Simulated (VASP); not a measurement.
Write the native input for VASP 6.6.1 that does the following.

```
Task                   : single point
Functional             : PBEsol
Potentials or basis    : VASP PAW PBE potentials, release 64 (Al, Ni)
Cutoff                 : 520 eV
k mesh                 : 14 × 14 × 14
Occupations            : gaussian, width 0.1 eV
Spin                   : no spin polarisation
Dipole correction      : no
Further INCAR settings : ALGO = Normal; EDIFF = 1e-07; NBANDS = 24
```

The structure of AlNi3 lies in POSCAR:

```
AlNi3
1.0
    0.0000000000      2.7984078493      2.7984078493
    2.7984078493      0.0000000000      2.7984078493
    2.7984078493      2.7984078493      0.0000000000
Al Ni
1 3
Direct
    0.5000000000      0.5000000000      0.5000000000
    0.2500000000      0.2500000000      0.2500000000
    0.0000000000      0.0000000000      0.0000000000
    0.7500000000      0.7500000000      0.7500000000
```

The input as run:

INCAR

```
ALGO     = Normal         # electronic algorithm
EDIFF    = 1E-7           # SCF threshold, eV
ENCUT    = 520            # plane-wave cutoff, eV
GGA      = PS             # functional
ISIF     = 2              # what is computed and relaxed
ISMEAR   = 0              # smearing method
LASPH    = T              # aspherical terms in the spheres
LCHARG   = F              # write CHGCAR
LREAL    = F              # projectors in reciprocal space
LWAVE    = F              # write WAVECAR
NBANDS   = 24             # bands
NELM     = 100            # most SCF steps
PREC     = Accurate       # precision mode
SIGMA    = 0.1            # smearing width, eV
```

KPOINTS

```
k-points
0
Gamma
  14 14 14
```

Potentials or basis: VASP PAW PBE potentials, release 64 (Al, Ni).

Run with:

```console
$ cat potpaw_PBE.64/Al/POTCAR potpaw_PBE.64/Ni/POTCAR > POTCAR
$ mpirun -np 1 vasp_std > vasp.out
```

It gave:

```yaml
Pressure: 0.1 GPa
```

Caveat: the PAW data sets were made with another functional, which shifts forces and pressure a little.

Wall time 2.3 min on 1 thread of Intel(R) Xeon(R) Platinum 8124M CPU @ 3.00GHz (Skylake/Cascade Lake), on a shared host, peak memory 0.24 GiB.
